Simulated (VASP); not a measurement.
Set up this calculation in VASP 6.6.1, as the native input.

```yaml
Task: electric field gradients
Functional: PBEsol
Potentials_or_basis: VASP PAW PBE potentials, release 64 (Ga_d, N)
Cutoff: 520 eV
k_mesh: 13 × 13 × 13
Occupations: fermi-dirac, width 0.02 eV
Spin: no spin polarisation
Dipole_correction: no
Further_INCAR_settings: ALGO = Normal; EDIFF = 1e-08; NBANDS = 16
```

The structure of GaN lies in POSCAR:

```
GaN
1.0
    0.0398500000      2.0124250000      2.0124250000
    2.0124250000      0.0398500000      2.0124250000
    2.0124250000      2.0124250000      0.0398500000
Ga N
1 1
Direct
    0.5000000000      0.5000000000      0.5000000000
    0.0000000000      0.0000000000      0.0000000000
```

This cell differs from its parent crystal: equal xy, yz and zx shear strains of +2 %.

The input as run:

INCAR

```
  ALGO = Normal
  EDIFF = 1E-8
  ENCUT = 520
  GGA = PS
  ISIF = 2
  ISMEAR = -1
  LASPH = T
  LCHARG = F
  LEFG = T
  LREAL = F
  LWAVE = F
  NBANDS = 16
  NELM = 80
  PREC = Accurate
  SIGMA = 0.02
```

KPOINTS

```
k-points
0
Gamma
  13 13 13
```

Potentials or basis: VASP PAW PBE potentials, release 64 (Ga_d, N).

Launch:

```sh
$ cat potpaw_PBE.64/Ga_d/POTCAR potpaw_PBE.64/N/POTCAR > POTCAR
$ mpirun -np 1 vasp_std > vasp.out
```

Results of the run:

* Pressure: 59.6 GPa
* Band gap on the k mesh: 1.69 eV, indirect (least direct gap 5.03 eV)

Caveat: the cell differs from its parent crystal (equal xy, yz and zx shear strains of +2 %); without QUAD_EFG the Cq values of the log hold for a quadrupole moment of 1 mb, not for the nuclei; the PAW data sets were made with another functional, which shifts forces and pressure a little.

It took 39 s on 1 thread of Intel Xeon 6975P-C, with other jobs on the host, peak memory 0.19 GiB.
